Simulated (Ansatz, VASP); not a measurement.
## One calculation of In3SbTe2, two programs

```
In Sb Te
1.0
     7.18509    0.00000    0.00000
    -3.59254    6.22247    0.00000
     0.00000    0.00000    4.51961
In Sb Te
3 1 2
Direct
  0.50000 0.00000 0.50000
  0.00000 0.50000 0.50000
  0.50000 0.50000 0.50000
  0.00000 0.00000 0.50000
  0.33333 0.66667 0.00000
  0.66667 0.33333 0.00000
```

Alike in both runs: task relaxation of cell and atoms; functional PBE; k mesh 6 × 6 × 8; occupations gaussian, width 0.1 eV; no spin polarisation.

|  | VASP | Ansatz |
| --- | --- | --- |
| version | VASP 6.6.1 | Ansatz 0.2.0 |
| potentials or method | VASP PAW PBE potentials, release 64 (In_d, Sb, Te), cutoff 600 eV | scalar-relativistic, plane waves, PAW |
| valence electrons in the cell | 56 | 86 |

|  | VASP | Ansatz | Ansatz less VASP |
| --- | --- | --- | --- |
| gap on the k mesh at the Fermi level, each at its own relaxed structure (eV) | none | none | - |
| relaxed volume (Å³/atom) | 33.74 | 33.75 | +0.006 |
| relaxed length of the cell vector where the two differ most in proportion (Å) | 4.523 | 4.524 | +0.0009 |

A gap of «none» marks a metal or a gap that the smearing closes. VASP's potentials hold 56 valence electrons a cell and Ansatz's 86, so a difference there can come from the potentials and not from the codes.

Spin-orbit coupling is off throughout.
